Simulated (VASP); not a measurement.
Write the native input for VASP 6.6.1 that does the following.

```yaml
Task: relaxation of cell and atoms
Functional: PBE
Potentials_or_basis: VASP PAW PBE potentials, release 64 (La, Al, F)
Cutoff: 600 eV
k_mesh: 6 × 6 × 4
Occupations: gaussian, width 0.1 eV
Spin: no spin polarisation
Dipole_correction: no
Further_INCAR_settings: ALGO = Normal; EDIFF = 1e-06; IBRION = 2; EDIFFG = -0.04; NSW = 90; ISIF = 3
```

The structure of La2AlF lies in POSCAR:

```
La2AlF
1.0
    4.0077469700      0.0000000000      0.0000000000
   -2.0038734900      3.4708106900      0.0000000000
    0.0000000000      0.0000000000      6.1224030300
La Al F
2 1 1
Direct
    0.3333333300      0.6666666700      0.7516457300
    0.6666666700      0.3333333300      0.2483542700
    0.0000000000      0.0000000000      0.0000000000
    0.0000000000      0.0000000000      0.5000000000
```

These files were run (other wordings do the same):

INCAR

```
PREC = Accurate ; ENCUT = 600
EDIFF = 1E-6 ; ISMEAR = 0
SIGMA = 0.1 ; LREAL = F
LASPH = T ; NELM = 60
ALGO = Normal ; ISIF = 3
LWAVE = F ; LCHARG = F
GGA = PE ; IBRION = 2
NSW = 90 ; EDIFFG = -0.04
```

KPOINTS

```
Automatic mesh
0
Gamma
  6 6 4
```

Potentials or basis: VASP PAW PBE potentials, release 64 (La, Al, F).

Launch:

```bash
$ cat potpaw_PBE.64/La/POTCAR potpaw_PBE.64/Al/POTCAR potpaw_PBE.64/F/POTCAR > POTCAR
$ mpirun -np 1 vasp_std > vasp.out
```

It gave:

```json
{"Relaxed volume": "24.28 Å³/atom", "Relaxed cell": "a = 3.786 Å, b = 3.786 Å, c = 7.824 Å, α = 90.00°, β = 90.00°, γ = 120.00°", "Space group after relaxing (to 0.05 Å)": "P-3m1 (No. 164)", "Energy gained by relaxing": "537.0 meV/atom", "Ionic steps": "13", "Pressure after relaxing": "0.0 GPa", "Largest force after relaxing": "0.027 eV/Å", "Band gap on the k mesh": "zero (band 16 reaches 8.57 eV, above the bottom of band 17 at 7.86 eV)"}
```

Caveat: spin-orbit coupling is left out, which moves the levels of the heavy elements.

It took 9.9 min on 1 thread of AMD EPYC 7R43 64-Core Processor (Zen 3), with other jobs on the host, peak memory 0.22 GiB.
